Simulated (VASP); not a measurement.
# SiC (I-4m2) in VASP: G0W0 quasiparticle levels with PBE

Aim: the G0W0 quasiparticle levels of SiC with PBE.

Everything below comes from runs of VASP 6.6.1. Logs are shortened: lines on timing, memory, paths and dates and some standing lists are left out, and cuts for length are marked.

## (1) The cell of the first run

The structure is tetragonal, space group I-4m2 (No. 119). Conventional cell: a = 3.142 Å, b = 3.142 Å, c = 4.299 Å, α = 90.00°, β = 90.00°, γ = 90.00°. Within 2.5 Å of Si (site symmetry -4m2) lie 4 C at 1.90 Å. Within 2.5 Å of C (site symmetry -4m2) lie 4 Si at 1.90 Å.

## (2) G0W0 quasiparticle levels, PBE

File POSCAR:

```
SiC
1.0
    0.0000000000      2.2216133981      2.1493611453
    2.2216133981      0.0000000000      2.1493611453
    2.2216133981      2.2216133981      0.0000000000
Si C
1 1
Direct
    0.0000000000      0.0000000000      0.0000000000
    0.2500000000      0.2500000000      0.2500000000
```

File INCAR.step1:

```
PREC = Accurate ; ENCUT = 500
EDIFF = 1E-8 ; ISMEAR = 0
SIGMA = 0.01 ; LREAL = F
LASPH = T ; NELM = 100
ALGO = Normal ; LWAVE = T
LCHARG = F ; GGA = PE
```

File INCAR.step2:

```
PREC = Accurate ; ENCUT = 500
EDIFF = 1E-8 ; ISMEAR = 0
SIGMA = 0.01 ; LREAL = F
LASPH = T ; NELM = 1
ALGO = Exact ; LWAVE = T
LCHARG = F ; GGA = PE
NBANDS = 92 ; LOPTICS = T
ISTART = 1
```

File INCAR.step3:

```
PREC = Accurate ; ENCUT = 500
EDIFF = 1E-8 ; ISMEAR = 0
SIGMA = 0.01 ; LREAL = F
LASPH = T ; ALGO = EVGW0
LWAVE = F ; LCHARG = F
GGA = PE ; NELMGW = 1
NBANDS = 92 ; ENCUTGW = 150.0
NOMEGA = 96 ; PRECFOCK = Fast
ISTART = 1 ; NBANDSGW = 12
OMEGAMAX = 20
```

File KPOINTS:

```
regular mesh
0
Gamma
  6 6 6
```

Potentials or basis: VASP PAW PBE potentials, release 64 (Si_GW, C_GW).

The run is started by

```
> cat potpaw_PBE.64/Si_GW/POTCAR potpaw_PBE.64/C_GW/POTCAR > POTCAR
> cp INCAR.step1 INCAR
> mpirun -np 1 vasp_std > vasp.out
> cp INCAR.step2 INCAR
> mpirun -np 1 vasp_std > vasp.out
> cp INCAR.step3 INCAR
> mpirun -np 1 vasp_std > vasp.out
```

OUTCAR:

```text
PREC = Accurate
   ENCUT = 500
   EDIFF = 1E-8
   ISMEAR = 0
   LREAL = F
   LASPH = T
   GGA = PE
   NELMGW = 1
   ENCUTGW = 150.0
   PRECFOCK = Fast
   ISTART = 1

 ion  position               nearest neighbor table
   1  0.000  0.000  0.000-   2 1.90   2 1.90   2 1.90   2 1.90
   2  0.250  0.250  0.250-   1 1.90   1 1.90   1 1.90   1 1.90

  LATTYP: Found a body centered tetragonal cell.
 ALAT       =     3.1418357979
 C/A-ratio  =     1.3682199093

  Lattice vectors:

 A1 = (   0.0000000000,  -2.2216133981,  -2.1493611453)
 A2 = (   0.0000000000,   2.2216133981,  -2.1493611453)
 A3 = (   2.2216133981,   0.0000000000,   2.1493611453)

Analysis of symmetry for initial positions (statically):
=====================================================================
 Subroutine PRICEL returns:
 Original cell was already a primitive cell.

 Routine SETGRP: Setting up the symmetry group for a
 body centered tetragonal supercell.

 Subroutine GETGRP returns: Found  8 space group operations
 (whereof  8 operations were pure point group operations)
 out of a pool of 16 trial point group operations.

The static configuration has the point symmetry D_2d.

Analysis of symmetry for dynamics (positions and initial velocities):
=====================================================================
 Subroutine PRICEL returns:
 Original cell was already a primitive cell.

 Routine SETGRP: Setting up the symmetry group for a
 body centered tetragonal supercell.

 Subroutine GETGRP returns: Found  8 space group operations
 (whereof  8 operations were pure point group operations)
 out of a pool of 16 trial point group operations.

The dynamic configuration has the point symmetry D_2d.

 Subroutine INISYM returns: Found  8 space group operations
 (whereof  8 operations are pure point group operations),
 and found     1 'primitive' translations

----------------------------------------------------------------------------------------

                                     Primitive cell

  volume of cell :      21.2166

  direct lattice vectors                    reciprocal lattice vectors
     0.000000000  2.221613398  2.149361145    -0.225061660  0.225061660  0.232627263
     2.221613398  0.000000000  2.149361145     0.225061660 -0.225061660  0.232627263
     2.221613398  2.221613398  0.000000000     0.225061660  0.225061660 -0.232627263

  length of vectors
     3.091167971  3.091167971  3.141835798     0.394234632  0.394234632  0.394234632

  position of ions in fractional coordinates (direct lattice)
     0.000000000  0.000000000  0.000000000
     0.250000000  0.250000000  0.250000000

  ion indices of the primitive-cell ions
   primitive index   ion index
                 1           1
                 2           2

----------------------------------------------------------------------------------------

 KPOINTS: regular mesh

Automatic generation of k-mesh.
 Grid dimensions read from file:
 generate k-points for:    6    6    6

 Generating k-lattice:

  Cartesian coordinates                     Fractional coordinates (reciprocal lattice)
    -0.037510277  0.037510277  0.038771210     0.166666667  0.000000000  0.000000000
     0.037510277 -0.037510277  0.038771210     0.000000000  0.166666667  0.000000000
     0.037510277  0.037510277 -0.038771210     0.000000000  0.000000000  0.166666667

  Length of vectors
     0.065705772  0.065705772  0.065705772

  Shift w.r.t. Gamma in fractional coordinates (k-lattice)
     0.000000000  0.000000000  0.000000000

 Subroutine IBZKPT returns following result:
 ===========================================

 Found     30 irreducible k-points:

 Following reciprocal coordinates:
            Coordinates               Weight
  0.000000  0.000000  0.000000      1.000000
  0.166667  0.000000  0.000000      8.000000
  0.333333 -0.000000  0.000000      8.000000
  0.500000 -0.000000  0.000000      4.000000
  0.166667  0.166667  0.000000      2.000000
  0.333333  0.166667  0.000000      8.000000
[... 16 lines left out ...]
  0.333333  0.000000  0.333333      4.000000
  0.500000 -0.000000  0.333333     16.000000
 [... further k-points ...]
   k-points           NKPTS =     30   k-points in BZ     NKDIM =    216   number of bands    NBANDS=     92
   number of dos      NEDOS =    301   number of ions     NIONS =      2
   total plane-waves  NPLWV =  13824
   dimension x,y,z NGX =    24 NGY =   24 NGZ =   24
   dimension x,y,z NGXF=    48 NGYF=   48 NGZF=   48
   ions per type =               1   1
   NGX,Y,Z   is equivalent  to a cutoff of  12.91, 12.91, 12.70 a.u.
   NGXF,Y,Z  is equivalent  to a cutoff of  25.81, 25.81, 25.40 a.u.
 SYSTEM =  unknown system
   PREC   = accura    normal or accurate (medium, high low for compatibility)
   ISTART =      1    job   : 0-new  1-cont  2-samecut
   ICHARG =      0    charge: 1-file 2-atom 10-const
   ISPIN  =      1    spin polarized calculation?
   LNONCOLLINEAR =      F non collinear calculations
   LSORBIT =      F    spin-orbit coupling
   LASPH  =      T    aspherical Exc in radial PAW
   ENCUT  =  500.0 eV  36.75 Ry    6.06 a.u.   5.64  5.64  5.73*2*pi/ulx,y,z
   NELM   =     60;   NELMIN=  2; NELMDL=  0     # of ELM steps
   EDIFF  = 0.1E-07   stopping-criterion for ELM
   LREAL  =      F    real-space projection
   EDIFFG = 0.1E-06   stopping-criterion for IOM
   NSW    =      0    number of steps for IOM
   IBRION =     -1    ionic relax: 0-MD 1-quasi-New 2-CG
   NFREE  =      0    steps in history (QN), initial steepest desc. (CG)
   ISIF   =      0    stress and relaxation
   ISYM   =      3    0-nonsym 1-usesym 2-fastsym
   POTIM  = 0.5000    time-step for ionic-motion
   TEBEG  =    0.0;   TEEND  =   0.0 temperature during run
   PSTRESS=    0.0 pullay stress
   NELECT =       8.0000    total number of electrons
   NUPDOWN=      -1.0000    fix difference up-down
   EMIN   =  10.00;   EMAX   =-10.00  energy-range for DOS
   EFERMI =   0.00;   METHOD = LEGACY
   ISMEAR =     0;   SIGMA  =   0.01  broadening in eV -4-tet -1-fermi 0-gaus
   EFERMI_NEDOS =   21; number of points for ismear=-14 and -15
   IALGO  =     38    algorithm
   IMIX   =      4    mixing-type and parameters
     AMIX     =   0.40;   BMIX     =  1.00
     AMIX_MAG =   1.60;   BMIX_MAG =  1.00
  volume/ion in A,a.u.               =      10.61        71.59
  Fermi-wavevector in a.u.,A,eV,Ry     =   1.182713  2.235004 19.031966  1.398810
  Thomas-Fermi vector in A             =   2.318962
   LORBIT       =      0    0 simple, 1 ext, 2 COOP (PROOUT), +10 PAW based schemes
   GGA     = PE    functional components
   LHFCALC =     T    Hartree Fock is set to
   PRECFOCK=fast      Normal, Fast or Accurate (Low or Medium for compatibility)
   ENCUT4O =  -1.0   cutoff for four orbital integrals eV
   NKREDX  =     1    reduce k-point grid by
   NKREDY  =     1    reduce k-point grid by
   NKREDZ  =     1    reduce k-point grid by
   AEXX    =    1.0000 exact exchange contribution
   HFSCREEN=    0.0000 screening length (either q_TF or 0.3 A-1)
   HFSCREENC=   0.0000 screening length for correlation (either q_TF or 0.3 A-1)
   ENCUTFOCK=  -1.0 apply spherical cutoff to Coloumb kernel
   IVDW    =     0    specifies the selected vdW correction
   LEPSILON=     F    determine dielectric tensor
   LRPA    =     F    only Hartree local field effects (RPA)
   LRPAFORCE           =     F    calculate RPA forces
   ENCUTGW             = 150.0    cutoff for response function in eV
   ENCUTGWSOFT         = 120.0    soft cutoff for Coulomb kernel in GW response function in eV
   ENCUTLF             =  -1.0    cutoff for local field effects
   NELMGW              =     1    number of iterations in solving QP/BSE equation
   NELMHF              =     1    number of iterations in the inner HF iteration
   NKREDLFX            =     1    NKREDLFY  =   1   NKREDLFZ  =   1
 non-spin polarized calculation
 Gauss-broadening in eV      SIGMA  =   0.01
  energy-cutoff  :      500.00
  volume of cell :       21.22
 maximum number of plane-waves:       548
 NGX is ok and might be reduce to    24
  NGX = 14; NGY = 14; NGZ = 14
   NGX = 11   NGY = 11   NGZ = 11
 maximum number of plane-waves:        92
 NGX is ok and might be reduce to    14

 QP shifts <psi_nk| G(iteration)W_0 |psi_nk>: iteration 1
 for sc-GW calculations column KS-energies equals QP-energies in previous step
 and V_xc(KS)=  KS-energies - (<T + V_ion + V_H > + <T+V_H+V_ion>^1  + <V_x>^1)

 k-point   1 :       0.0000    0.0000    0.0000
  band No.  KS-energies  QP-energies   sigma(KS)   V_xc(KS)     V^pw_x(r,r')   Z            occupation Imag(sigma)

      1      -7.7077      -8.6977     -14.0765     -12.6746     -21.5648       0.7062       2.0000       1.2758
      2       7.4388       6.8586     -15.4697     -14.7317     -17.3163       0.7862       2.0000       0.0278
      3       7.4388       6.8586     -15.4697     -14.7317     -17.3163       0.7862       2.0000       0.0278
      4       7.6502       7.0801     -15.4444     -14.7185     -17.2770       0.7854       2.0000       0.0275
      5      13.4345      13.9407     -12.5034     -13.1540      -7.4402       0.7780       0.0000      -0.0683
      6      14.5733      15.1147     -10.7715     -11.4562      -5.7120       0.7905       0.0000      -0.0688
      7      14.6684      15.2100     -10.7921     -11.4762      -5.7203       0.7917       0.0000      -0.0686
      8      14.6684      15.2100     -10.7921     -11.4762      -5.7203       0.7917       0.0000      -0.0686
      9      21.3631      21.9552     -10.5656     -11.3247      -4.5400       0.7799       0.0000      -0.2179
     10      22.2820      22.8708     -10.5456     -11.2993      -4.3472       0.7813       0.0000      -0.2705
     11      23.5816      23.7913      -9.4612      -9.7333      -2.9151       0.7706       0.0000      -0.3782
     12      24.1590      24.4218      -9.7757     -10.1151      -2.9351       0.7745       0.0000      -0.5851

 k-point   2 :       0.1667    0.0000    0.0000
  band No.  KS-energies  QP-energies   sigma(KS)   V_xc(KS)     V^pw_x(r,r')   Z            occupation Imag(sigma)

      1      -7.1791      -8.1783     -14.1353     -12.7521     -21.4641       0.7223       2.0000       1.2025
      2       5.1504       4.4073     -14.7616     -13.7981     -17.2153       0.7713       2.0000       0.0420
      3       7.0732       6.4621     -15.3230     -14.5445     -17.2465       0.7850       2.0000       0.0288
      4       7.2883       6.6886     -15.3267     -14.5632     -17.2248       0.7854       2.0000       0.0285
      5      13.5945      14.0912     -11.5733     -12.2032      -6.6076       0.7885       0.0000      -0.0659
      6      15.1175      15.6765     -10.8765     -11.5872      -5.6499       0.7866       0.0000      -0.0761
      7      15.1421      15.7108     -11.0260     -11.7516      -5.7671       0.7838       0.0000      -0.0788
      8      15.6601      16.2857     -12.0787     -12.8891      -6.6334       0.7720       0.0000      -0.0933
      9      20.0937      20.5786     -10.2208     -10.8370      -4.3523       0.7870       0.0000      -0.2020
     10      20.5705      21.0348     -10.1313     -10.7219      -4.1589       0.7863       0.0000      -0.2323
     11      23.0560      23.1934      -9.4384      -9.6138      -2.8393       0.7833       0.0000      -0.4585
     12      26.0564      26.3917     -10.0895     -10.5255      -3.0676       0.7690       0.0000      -0.6115
[... 324 lines left out ...]
      1      -5.0430      -5.9763     -14.4399     -13.1550     -21.1493       0.7264       2.0000       0.8981
      2       2.3452       1.5158     -14.7713     -13.6495     -18.3791       0.7393       2.0000       0.1063
      3       5.0041       4.2275     -14.6139     -13.6071     -17.1012       0.7714       2.0000       0.0415
      4       5.0809       4.3074     -14.6089     -13.6066     -17.1157       0.7718       2.0000       0.0424
      5      10.1702      10.4352     -10.1776     -10.5050      -5.9399       0.8095       0.0000      -0.0501
      6      12.7704      13.1899     -10.3814     -10.8994      -5.8054       0.8100       0.0000      -0.0547
      7      18.9614      19.6109     -11.7188     -12.5861      -5.1902       0.7489       0.0000      -0.2111
      8      19.8611      20.5307     -11.8637     -12.7585      -5.1631       0.7483       0.0000      -0.2491
      9      20.0210      20.7101     -12.6362     -13.5551      -5.9514       0.7499       0.0000      -0.2550
     10      25.0422      25.5869     -10.5912     -11.2918      -3.7079       0.7776       0.0000      -0.5200
     11      29.0841      29.6302     -11.0155     -11.7307      -3.4513       0.7636       0.0000      -0.9571
     12      29.3378      29.8119     -11.3112     -11.9458      -3.3677       0.7470       0.0000      -0.9882

 k-point  24 :       0.5000   -0.0000    0.3333
  band No.  KS-energies  QP-energies   sigma(KS)   V_xc(KS)     V^pw_x(r,r')   Z            occupation Imag(sigma)

      1      -3.5370      -4.4304     -14.9555     -13.7333     -21.3022       0.7310       2.0000       0.7042
      2       0.6214      -0.2412     -14.1790     -13.0004     -18.3442       0.7319       2.0000       0.1986
      3       3.2674       2.4262     -13.7651     -12.6575     -16.6357       0.7594       2.0000       0.0659
      4       4.8853       4.1019     -14.5973     -13.5802     -17.1414       0.7702       2.0000       0.0430
      5      10.3352      10.6167     -10.4476     -10.7959      -6.2469       0.8082       0.0000      -0.0495
      6      13.7914      14.2815     -10.9142     -11.5263      -6.1353       0.8008       0.0000      -0.0605
      7      18.9484      19.5713     -11.7426     -12.5722      -5.2302       0.7508       0.0000      -0.2124
      8      19.8397      20.4912     -11.8709     -12.7372      -5.1962       0.7520       0.0000      -0.2503
      9      21.3349      21.9996     -12.2829     -13.1851      -5.0619       0.7369       0.0000      -0.3525
     10      25.3438      25.8411     -10.7595     -11.4090      -3.5120       0.7657       0.0000      -0.5964
     11      28.3591      29.0060     -11.7864     -12.6492      -4.0961       0.7498       0.0000      -0.8371
     12      29.6773      30.3354     -11.5688     -12.4391      -4.0397       0.7562       0.0000      -0.9078

 [... further k-points ...]
```

Run time: 5.3 min. Hardware: 1 thread of Intel Xeon Platinum 8488C (Sapphire Rapids), shared host; peak memory 0.45 GiB.

What came out:

```yaml
Quasiparticle_gap: 1.81 eV
Least_direct_quasiparticle_gap: 5.48 eV
Band_gap_of_the_starting_levels_on_the_mesh: 1.04 eV
Least_direct_gap_of_the_starting_levels_on_the_mesh: 4.47 eV
```

Caveat: the k points lie up to 0.41 Å⁻¹ apart; bands, screening cutoff and mesh are small and nothing is extrapolated, so the quasiparticle values aren't converged.
